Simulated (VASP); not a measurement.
Wanted: the native input for a VASP 6.6.1 run.

```
Task                   : single point
Functional             : PBE
Potentials or basis    : VASP PAW PBE potentials, release 64 (Zn)
Cutoff                 : 520 eV
k mesh                 : 12 × 12 × 12
Occupations            : fermi-dirac, width 0.05 eV
Spin                   : no spin polarisation
Dipole correction      : no
Further INCAR settings : ALGO = Normal; EDIFF = 1e-06; NBANDS = 19
```

The structure of Zn lies in POSCAR:

```
Zn
1.0
    0.0000000000      2.3884371612      2.3884371612
    2.3884371612      0.0000000000      2.3884371612
    2.3884371612      2.3884371612      0.0000000000
Zn
2
Direct
   -0.1250000000     -0.1250000000     -0.1250000000
    0.1250000000      0.1250000000      0.1250000000
```

This cell differs from its parent crystal: volume scaled by 0.55.

One way to write it, as run:

INCAR

```
SYSTEM = Zn
PREC = Accurate
ENCUT = 520
EDIFF = 1E-6
ISMEAR = -1
SIGMA = 0.05
LREAL = .False.
LASPH = .True.
NELM = 80
ALGO = Normal
ISIF = 2
LWAVE = .False.
LCHARG = .True.
GGA = PE
LELF = .True.
LVHAR = .True.
NBANDS = 19
```

KPOINTS

```
Automatic mesh
0
Gamma
  12 12 12
  0 0 0
```

Potentials or basis: VASP PAW PBE potentials, release 64 (Zn).

Command:

```bash
$ cat potpaw_PBE.64/Zn/POTCAR > POTCAR
$ mpirun -np 1 vasp_std > vasp.out
```

It gave:

```yaml
Pressure: 72.5 GPa
Band_gap_on_the_k_mesh: zero (band 12 reaches 12.41 eV, above the bottom of band 13 at 1.88 eV)
```

Wall time 20 s on 1 thread of AMD EPYC 9R45 96-Core Processor (Zen 5), with other jobs on the host, peak memory 0.14 GiB.
